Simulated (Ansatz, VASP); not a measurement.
# Two plane-wave programs on Pd

POSCAR

```
Pd
1.0
   -1.6031178681      1.6031178681      1.6031178681
    1.6031178681     -1.6031178681      1.6031178681
    1.6031178681      1.6031178681     -1.6031178681
Pd
1
Direct
    0.0000000000      0.0000000000      0.0000000000
```

Contents of INCAR.step1:

```
PREC     = Accurate       # precision mode
ENCUT    = 690            # plane-wave cutoff, eV
ISMEAR   = -1             # smearing method
SIGMA    = 0.05           # smearing width, eV
LREAL    = False          # projectors in reciprocal space
LASPH    = True           # aspherical terms in the spheres
NELM     = 120            # most SCF steps
NBANDS   = 15             # bands
GGA      = PE             # functional
ALGO     = Normal         # electronic algorithm
EDIFF    = 1E-5           # SCF threshold, eV
LWAVE    = True           # write WAVECAR
LCHARG   = False          # write CHGCAR
GGA_COMPAT= False
```

INCAR.step2

```
PREC     = Accurate       # precision mode
ENCUT    = 690            # plane-wave cutoff, eV
EDIFF    = 1E-6           # SCF threshold, eV
ISMEAR   = -1             # smearing method
SIGMA    = 0.05           # smearing width, eV
LREAL    = False          # projectors in reciprocal space
LASPH    = True           # aspherical terms in the spheres
NELM     = 120            # most SCF steps
ALGO     = Normal         # electronic algorithm
ISIF     = 2              # what is computed and relaxed
LWAVE    = False          # write WAVECAR
LCHARG   = False          # write CHGCAR
METAGGA  = R2SCAN         # meta-GGA
LMIXTAU  = True         
NBANDS   = 15             # bands
ISTART   = 1            
GGA_COMPAT= False
```

The input KPOINTS:

```
Automatic mesh
0
Gamma
  12 12 12
```

The input input.yaml:

```yaml
crystal:
  lattice:
    - [-1.6031178681, 1.6031178681, 1.6031178681]
    - [1.6031178681, -1.6031178681, 1.6031178681]
    - [1.6031178681, 1.6031178681, -1.6031178681]
  atoms:
    - { symbol: Pd, position: [0.0, 0.0, 0.0] }
hamiltonian:
  xc: r2scan
  pseudopotentials: { kind: paw }
kpoints:
  mp_grid: { grid: [12, 12, 12] }
scf:
  occupations: { method: fermi_dirac, width: 0.05 }
output:
  forces: true
  stress: true
  eigenvalues: true
  write_density: true
  write_potential: true
  elf: true
  volumetric_format: npy
```

Alike in both runs: task single point; functional r2SCAN; k mesh 12 × 12 × 12; occupations fermi-dirac, width 0.05 eV; no spin polarisation.

|  | VASP | Ansatz |
| --- | --- | --- |
| version | VASP 6.6.1 | Ansatz 0.2.0 |
| potentials or method | VASP PAW PBE potentials, release 64 (Pd_sv_GW) | Ansatz PAW |
| plane-wave cutoff (eV) | 690 | 500 |
| valence electrons in the cell | 18 | 18 |

```tsv
	VASP	Ansatz	Ansatz less VASP
gap on the k mesh at the Fermi level (eV)	none	none	-
pressure (GPa)	-12.8	-12.9	-0.03
```

VASP's potentials were made for PBE, not for r2SCAN. A gap of «none» marks a metal or a gap that the smearing closes.
